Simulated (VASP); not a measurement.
# Ti2O (P-3m1) in VASP: further runs

Ti2O is run at these levels: PBEsol; tasks: single point, relaxation of cell and atoms.

Everything below comes from runs of VASP 6.6.1. Logs are shortened: lines on timing, memory, paths and dates and some standing lists are left out, and cuts for length are marked.

## Step 1: The cell of the first run

Symmetry: P-3m1, No. 164, trigonal system. Conventional cell: a = 2.820 Å, b = 2.820 Å, c = 4.557 Å, α = 90.00°, β = 90.00°, γ = 120.00°. Within 2.7 Å of Ti (site symmetry 3m) lie 3 O at 2.03 Å and 3 Ti at 2.67 Å. Within 2.7 Å of O (site symmetry -3m) lie 6 Ti at 2.03 Å.

## Step 2: Single point, PBEsol (10.46 Å³/atom)

Input file INCAR:

```
  PREC = Accurate
  ENCUT = 1340
  EDIFF = 1E-6
  ISMEAR = 0
  SIGMA = 0.1
  LREAL = False
  LASPH = True
  NELM = 120
  ALGO = Normal
  ISIF = 2
  LWAVE = False
  LCHARG = True
  GGA = PS
  LELF = True
  LVHAR = True
  NBANDS = 22
  GGA_COMPAT = False
```

Input file KPOINTS:

```
regular mesh
0
Gamma
  18 18 10
```

Input file POSCAR:

```
Ti2O
1.0
    2.8203190622      0.0000000000      0.0000000000
   -1.4101595311      2.4424679546      0.0000000000
    0.0000000000      0.0000000000      4.5570559217
Ti O
2 1
Direct
    0.6666666667      0.3333333333      0.2677989162
    0.3333333333      0.6666666667      0.7322010838
    0.0000000000      0.0000000000      0.0000000000
```

Potentials or basis: VASP PAW PBE potentials, release 64 (Ti_sv, O_h).

Run with:

```sh
$ cat potpaw_PBE.64/Ti_sv/POTCAR potpaw_PBE.64/O_h/POTCAR > POTCAR
$ mpirun -np 1 vasp_std > vasp.out
```

OUTCAR:

```text
PREC = Accurate
   ENCUT = 1340
   EDIFF = 1E-6
   ISMEAR = 0
   LREAL = False
   LASPH = True
   NELM = 120
   ISIF = 2
   GGA = PS

 ion  position               nearest neighbor table
   1  0.667  0.333  0.268-   3 2.03   3 2.03   3 2.03   2 2.67   2 2.67   2 2.67
   2  0.333  0.667  0.732-   3 2.03   3 2.03   3 2.03   1 2.67   1 2.67   1 2.67
   3  0.000  0.000  0.000-   1 2.03   2 2.03   2 2.03   1 2.03   1 2.03   2 2.03

  LATTYP: Found a hexagonal cell.
 ALAT       =     2.8203190622
 C/A-ratio  =     1.6157944620

  Lattice vectors:

 A1 = (   2.8203190622,   0.0000000000,   0.0000000000)
 A2 = (  -1.4101595311,   2.4424679546,   0.0000000000)
 A3 = (   0.0000000000,   0.0000000000,   4.5570559217)

Analysis of symmetry for initial positions (statically):
=====================================================================
 Subroutine PRICEL returns:
 Original cell was already a primitive cell.

 Routine SETGRP: Setting up the symmetry group for a
 hexagonal supercell.

 Subroutine GETGRP returns: Found 12 space group operations
 (whereof 12 operations were pure point group operations)
 out of a pool of 24 trial point group operations.

The static configuration has the point symmetry D_3d.

Analysis of symmetry for dynamics (positions and initial velocities):
=====================================================================
 Subroutine PRICEL returns:
 Original cell was already a primitive cell.

 Routine SETGRP: Setting up the symmetry group for a
 hexagonal supercell.

 Subroutine GETGRP returns: Found 12 space group operations
 (whereof 12 operations were pure point group operations)
 out of a pool of 24 trial point group operations.

The dynamic configuration has the point symmetry D_3d.

 Subroutine INISYM returns: Found 12 space group operations
 (whereof 12 operations are pure point group operations),
 and found     1 'primitive' translations

----------------------------------------------------------------------------------------

                                     Primitive cell

  volume of cell :      31.3915

  direct lattice vectors                    reciprocal lattice vectors
     2.820319062  0.000000000  0.000000000     0.354569812  0.204710976  0.000000000
    -1.410159531  2.442467955  0.000000000     0.000000000  0.409421953  0.000000000
     0.000000000  0.000000000  4.557055922     0.000000000  0.000000000  0.219439923
[... 84 lines left out ...]
   ENCUT  = 1340.0 eV  98.49 Ry    9.92 a.u.   8.42  8.42 13.60*2*pi/ulx,y,z
   NELM   =    120;   NELMIN=  2; NELMDL= -5     # of ELM steps
   EDIFF  = 0.1E-05   stopping-criterion for ELM
   LREAL  =      F    real-space projection
   EDIFFG = 0.1E-04   stopping-criterion for IOM
   NSW    =      0    number of steps for IOM
   IBRION =     -1    ionic relax: 0-MD 1-quasi-New 2-CG
   NFREE  =      0    steps in history (QN), initial steepest desc. (CG)
   ISIF   =      2    stress and relaxation
   ISYM   =      2    0-nonsym 1-usesym 2-fastsym
   POTIM  = 0.5000    time-step for ionic-motion
   TEBEG  =    0.0;   TEEND  =   0.0 temperature during run
   PSTRESS=    0.0 pullay stress
   NELECT =      30.0000    total number of electrons
   NUPDOWN=      -1.0000    fix difference up-down
   EMIN   =  10.00;   EMAX   =-10.00  energy-range for DOS
   EFERMI =   0.00;   METHOD = LEGACY
   ISMEAR =     0;   SIGMA  =   0.10  broadening in eV -4-tet -1-fermi 0-gaus
   EFERMI_NEDOS =   21; number of points for ismear=-14 and -15
   IALGO  =     38    algorithm
   IMIX   =      4    mixing-type and parameters
     AMIX     =   0.40;   BMIX     =  1.00
     AMIX_MAG =   1.60;   BMIX_MAG =  1.00
  volume/ion in A,a.u.               =      10.46        70.61
  Fermi-wavevector in a.u.,A,eV,Ry     =   1.612543  3.047265 35.379180  2.600296
  Thomas-Fermi vector in A             =   2.707757
   LORBIT       =      0    0 simple, 1 ext, 2 COOP (PROOUT), +10 PAW based schemes
   GGA     = PS    functional components
   LHFCALC =     F    Hartree Fock is set to
   AEXX    =    0.0000 exact exchange contribution
   IVDW    =     0    specifies the selected vdW correction
   LEPSILON=     F    determine dielectric tensor
   LRPA    =     F    only Hartree local field effects (RPA)
 non-spin polarized calculation
 Gauss-broadening in eV      SIGMA  =   0.10
  energy-cutoff  :     1340.00
  volume of cell :       31.39
 maximum number of plane-waves:      3544
 NGX is ok and might be reduce to    36
   NGX = 17   NGY = 17   NGZ = 27

 number of electron      29.9999999 magnetization

 Free energy of the ion-electron system (eV)
  ---------------------------------------------------
  ext. energy  EPLUGINS =         0.00000000
  ---------------------------------------------------
  free energy    TOTEN  =       -27.21690703 eV

  energy without entropy =      -27.21238470  energy(sigma->0) =      -27.21464587

 E-fermi :  11.8590     XC(G=0): -13.2845

 val. band max:       11.8551961759   @ k =   0.4444   0.1111   0.4000
 cond. band min:      11.8715279335   @ k =   0.0000   0.0556   0.4000
 fundamental gap:      0.0163317576
 Fermi energy:        11.8590425838

 k-point     1 :       0.0000    0.0000    0.0000
  band No.  band energies     occupation
      1     -44.8853      2.00000
      2     -44.6496      2.00000
      3     -21.9494      2.00000
      4     -20.8329      2.00000
      5     -20.8329      2.00000
      6     -20.7058      2.00000
[... 589 lines left out ...]
     21      15.7923      0.00000
     22      15.9682      0.00000

 [... further k-points ...]

------------------------ aborting loop because EDIFF is reached ----------------------------------------

  FORCE on cell =-STRESS in cart. coord.  units (eV):
  Direction    XX          YY          ZZ          XY          YZ          ZX
  --------------------------------------------------------------------------------------
  -------------------------------------------------------------------------------------
  Total        6.5430817      6.5430817      6.5329450      0.0000000      0.0000000      0.0000000
  in kB      333.9499997    333.9499996    333.4326410      0.0000000      0.0000000      0.0000000
  external PRESSURE =     333.7775468 kB  Pullay stress =       0.0000000 kB

 VOLUME and BASIS-vectors are now :
 -----------------------------------------------------------------------------
  energy-cutoff  :     1340.00
  volume of cell :       31.39
      direct lattice vectors                 reciprocal lattice vectors
     2.820319062  0.000000000  0.000000000     0.354569812  0.204710976  0.000000000
    -1.410159531  2.442467955  0.000000000     0.000000000  0.409421953  0.000000000
     0.000000000  0.000000000  4.557055922     0.000000000  0.000000000  0.219439923

 POSITION                                       TOTAL-FORCE (eV/Angst)
 -----------------------------------------------------------------------------------
      1.41016      0.81416      1.22037        -0.000000      0.000000      0.077794
     -0.00000      1.62831      3.33668         0.000000      0.000000     -0.077794
      0.00000      0.00000      0.00000         0.000000      0.000000     -0.000000
 -----------------------------------------------------------------------------------
    total drift:                               -0.000000      0.000000     -0.000000

  FREE ENERGIE OF THE ION-ELECTRON SYSTEM (eV)
  ---------------------------------------------------
  free  energy   TOTEN  =       -27.2169070307 eV

  energy  without entropy=      -27.2123847013  energy(sigma->0) =      -27.21464587
```

OSZICAR:

```text
N       E                     dE             d eps       ncg     rms          rms(c)
DAV:   1     0.468446729226E+03    0.46845E+03   -0.27025E+04 14528   0.336E+03
DAV:   2     0.407609085059E+02   -0.42769E+03   -0.40969E+03 14922   0.699E+02
DAV:   3    -0.271208662905E+02   -0.67882E+02   -0.64880E+02 24508   0.195E+02
DAV:   4    -0.308394885559E+02   -0.37186E+01   -0.36895E+01 17630   0.506E+01
DAV:   5    -0.310422468988E+02   -0.20276E+00   -0.20269E+00 20950   0.949E+00    0.212E+01
DAV:   6    -0.273436447477E+02    0.36986E+01   -0.17353E+01 19944   0.457E+01    0.728E+00
DAV:   7    -0.272067094204E+02    0.13694E+00   -0.16049E+00 19860   0.996E+00    0.429E+00
DAV:   8    -0.272112779041E+02   -0.45685E-02   -0.25531E-01 19884   0.451E+00    0.107E+00
DAV:   9    -0.272152540158E+02   -0.39761E-02   -0.52855E-02 22188   0.199E+00    0.618E-01
DAV:  10    -0.272170927276E+02   -0.18387E-02   -0.13264E-02 19290   0.117E+00    0.716E-02
DAV:  11    -0.272169123195E+02    0.18041E-03   -0.97890E-04 19196   0.399E-01    0.577E-02
DAV:  12    -0.272169136217E+02   -0.13023E-05   -0.11953E-04 21102   0.111E-01    0.163E-02
DAV:  13    -0.272169075965E+02    0.60253E-05   -0.12424E-05 19498   0.407E-02    0.527E-03
DAV:  14    -0.272169070307E+02    0.56577E-06   -0.30073E-06 12092   0.219E-02
   1 F= -.27216907E+02 E0= -.27214646E+02  d E =-.452233E-02
```

stdout:

```text
POSCAR found type information on POSCAR TiO
 POSCAR found :  2 types and       3 ions
 scaLAPACK will be used
 -----------------------------------------------------------------------------
|                                                                             |
|                                                                             |
|     You enforced a specific xc type in the INCAR file but a different       |
|     I HOPE YOU KNOW WHAT YOU ARE DOING!                                     |
|                                                                             |
 -----------------------------------------------------------------------------

 LDA part: xc-table for (Slater+PW92), standard interpolation
 POSCAR, INCAR and KPOINTS ok, starting setup
 FFT: planning ... GRIDC
 FFT: planning ... GRID_SOFT
 FFT: planning ... GRID
 WAVECAR not read
 entering main loop
```

It took 5.8 min on 1 thread of Intel Xeon 6975P-C (Granite Rapids), shared host; peak memory 0.88 GiB.

Results:

| Item | Value |
| --- | --- |
| Free energy | -27.2169 eV |
| Pressure | 33.4 GPa |
| Largest force | 0.078 eV/Å |
| Band gap on the k mesh | zero (bands 15 and 16 overlap by 0.83 eV) |

Forces in eV/Å, atoms in the order of the input:
```
Ti   0.000  0.000  0.078
Ti   0.000  0.000 -0.078
O    0.000  0.000  0.000
```

Caveat: the cell stands under pressure; the PAW data sets were made with another functional, which shifts forces and pressure a little.

## Step 3: Single point, PBEsol

This run uses another cell than the first one, of 12.08 Å³/atom.

Input file INCAR:

```
SYSTEM = Ti2O
PREC     = Accurate       ! precision mode
ENCUT    = 520            ! plane-wave cutoff, eV
EDIFF    = 1E-7           ! SCF threshold, eV
ISMEAR   = 0              ! smearing method
SIGMA    = 0.1            ! smearing width, eV
LREAL    = .FALSE.        ! projectors in reciprocal space
LASPH    = .TRUE.         ! aspherical terms in the spheres
NELM     = 60             ! most SCF steps
ALGO     = Normal         ! electronic algorithm
ISIF     = 2              ! what is computed and relaxed
LWAVE    = .FALSE.        ! write WAVECAR
LCHARG   = .FALSE.        ! write CHGCAR
GGA      = PS             ! functional
NBANDS   = 22             ! bands
```

Input file KPOINTS:

```
regular mesh
0
G
  18 18 10
  0 0 0
```

Input file POSCAR:

```
Ti2O
1.0
    2.9698612165      0.0000000000      0.0000000000
   -1.4849306082      2.5719752592      0.0000000000
    0.0000000000      0.0000000000      4.7454783087
Ti O
2 1
Direct
    0.6666666667      0.3333333333      0.2619533160
    0.3333333333      0.6666666667      0.7380466840
    0.0000000000      0.0000000000      0.0000000000
```

Potentials or basis: VASP PAW PBE potentials, release 64 (Ti_sv, O).

Run with:

```sh
$ cat potpaw_PBE.64/Ti_sv/POTCAR potpaw_PBE.64/O/POTCAR > POTCAR
$ mpirun -np 1 vasp_std > vasp.out
```

Wall time 3.7 min (1 thread of AMD EPYC 7R13 (Zen 3), shared host); peak memory 0.31 GiB.

It converged, with:

* Free energy: -27.6093 eV
* Pressure: -2.7 GPa
* Largest force: 0.045 eV/Å
* Band gap on the k mesh: zero (bands 15 and 16 overlap by 0.81 eV)

Forces on the atoms (eV/Å):
```
Ti   0.000  0.000  0.045
Ti   0.000  0.000 -0.045
O    0.000  0.000  0.000
```

Levels at points of the mesh, in eV from the Fermi level:
```tsv
k point	band 13	band 14	band 15	band 16	band 17	band 18
(0.00, 0.00, 0.00)	-3.65	0.00	0.19	0.56	0.56	1.00
(0.50, 0.00, 0.00)	-2.63	-1.28	-0.52	1.30	1.74	2.83
(0.00, 0.00, 0.50)	-1.77	-1.52	0.08	0.08	1.26	1.99
(0.50, 0.00, 0.50)	-1.67	-1.21	-0.61	-0.13	1.08	2.60
```

Caveat: the PAW data sets were made with another functional, which shifts forces and pressure a little.

## Step 4: Relaxation of cell and atoms, PBEsol, target pressure 60 GPa, at which the enthalpy is minimised

This run uses another cell than the first one, of 9.75 Å³/atom.

Input file INCAR:

```
PREC     = Accurate       # precision mode
ENCUT    = 600            # plane-wave cutoff, eV
EDIFF    = 1E-6           # SCF threshold, eV
ISMEAR   = 0              # smearing method
SIGMA    = 0.1            # smearing width, eV
LREAL    = False          # projectors in reciprocal space
LASPH    = True           # aspherical terms in the spheres
NELM     = 60             # most SCF steps
ALGO     = Normal         # electronic algorithm
ISIF     = 3              # what is computed and relaxed
LWAVE    = False          # write WAVECAR
LCHARG   = False          # write CHGCAR
GGA      = PS             # functional
IBRION   = 2              # ionic algorithm
NSW      = 70             # ionic steps
EDIFFG   = -0.008         # ionic threshold
PSTRESS  = 600.0
```

Input file KPOINTS:

```
regular mesh
0
Gamma
  18 18 10
```

Input file POSCAR:

```
Ti2O
1.0
    2.7552811757      0.0000000000      0.0000000000
   -1.3776405878      2.3861434928      0.0000000000
    0.0000000000      0.0000000000      4.4477459834
Ti O
2 1
Direct
    0.6666666667      0.3333333333      0.2674641730
    0.3333333333      0.6666666667      0.7325358270
    0.0000000000      0.0000000000      0.0000000000
```

Run with:

```sh
$ cat potpaw_PBE.64/Ti_sv/POTCAR potpaw_PBE.64/O/POTCAR > POTCAR
$ mpirun -np 1 vasp_std > vasp.out
```

Run time: 13 min. Hardware: 1 thread of AMD EPYC 7R13 (Zen 3), shared host; peak memory 0.3 GiB.

It converged, with:

| Item | Value |
| --- | --- |
| Free energy | -26.5777 eV |
| Relaxed volume | 9.73 Å³/atom |
| Relaxed cell | a = 2.745 Å, b = 2.745 Å, c = 4.473 Å, α = 90.00°, β = 90.00°, γ = 120.00° |
| Space group after relaxing (to 0.1 Å) | P-3m1 (No. 164) |
| Energy change on relaxing (the run minimises the enthalpy) | +3.1 meV/atom |
| Ionic steps | 7 |
| Pressure after relaxing | 60.0 GPa |
| Band gap on the k mesh | zero (bands 15 and 16 overlap by 0.91 eV) |

Step by step:
```csv
step,energy change (eV),largest force (eV/Å),pressure (GPa),volume (Å³)
1,0.0000,0.4294,60.30,29.24
2,-0.0331,0.2282,58.15,29.32
3,-0.0246,0.0071,58.82,29.29
4,0.0741,0.0432,62.51,29.03
5,0.0270,0.0191,60.79,29.15
6,0.0024,0.0057,59.73,29.22
7,0.0093,0.0015,59.99,29.20
```

Final structure:
```
Ti O
1.0
     2.74529    0.00000    0.00000
    -1.37264    2.37749    0.00000
     0.00000    0.00000    4.47331
Ti O
2 1
Direct
  0.66667 0.33333 0.27132
  0.33333 0.66667 0.72868
  0.00000 0.00000 0.00000
```

Levels at points of the mesh, in eV from the Fermi level:
```tsv
k point	band 12	band 13	band 14	band 15	band 16	band 17	band 18	band 19
(0.00, 0.00, 0.00)	-6.83	-3.36	-0.20	0.21	0.65	0.65	1.36	1.36
(0.50, 0.00, 0.00)	-7.38	-3.51	-1.36	-0.12	1.49	2.38	3.81	3.99
(0.00, 0.00, 0.50)	-6.94	-2.21	-1.31	0.12	0.12	1.68	2.59	2.59
(0.50, 0.00, 0.50)	-7.23	-1.97	-1.39	-0.42	-0.42	1.23	3.73	3.97
```

Caveat: the cell is relaxed towards a set pressure, so the run minimises the enthalpy, not the energy; the PAW data sets were made with another functional, which shifts forces and pressure a little.

(Continued in part 2 of 2.)
